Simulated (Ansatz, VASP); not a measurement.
CsSnI3 in VASP and in Ansatz

```
CELL_PARAMETERS angstrom
6.20570 0.00000 0.00000
0.00000 6.20570 0.00000
0.00000 0.00000 5.70924
ATOMIC_POSITIONS crystal
Cs 0.00000 0.00000 0.00000
Sn 0.50000 0.50000 0.50000
I 0.00000 0.50000 0.50000
I 0.50000 0.00000 0.50000
I 0.50000 0.50000 0.00000
```

Change from the starting cell: strain +0.000 along x and y, -0.080 along z, atoms carried along.

Alike in both runs: task single point; functional PBEsol; k mesh 6 × 6 × 6; occupations gaussian, width 0.03 eV; no spin polarisation.

|  | VASP | Ansatz |
| --- | --- | --- |
| version | VASP 6.6.1 | Ansatz 0.2.0 |
| potentials or method | VASP PAW PBE potentials, release 64 (Cs_sv, Sn_d, I), cutoff 520 eV | scalar-relativistic, plane waves, PAW |
| valence electrons in the cell | 44 | 74 |

|  | VASP | Ansatz | Ansatz less VASP |
| --- | --- | --- | --- |
| gap on the k mesh at the Fermi level (eV) | none | none | - |
| pressure (GPa) | 1.4 | 1.4 | 0.00 |
| traceless stress, the component that is largest in VASP (GPa) | 3.08 | 3.08 | -0.003 |

VASP's potentials were made for PBE, not for PBEsol. A gap of «none» marks a metal or a gap that the smearing closes. With one functional, cell and mesh, what is left measures potentials, basis and numerics. VASP's potentials hold 44 valence electrons a cell and Ansatz's 74, so a difference there can come from the potentials and not from the codes.

Neither program's run includes spin-orbit coupling.
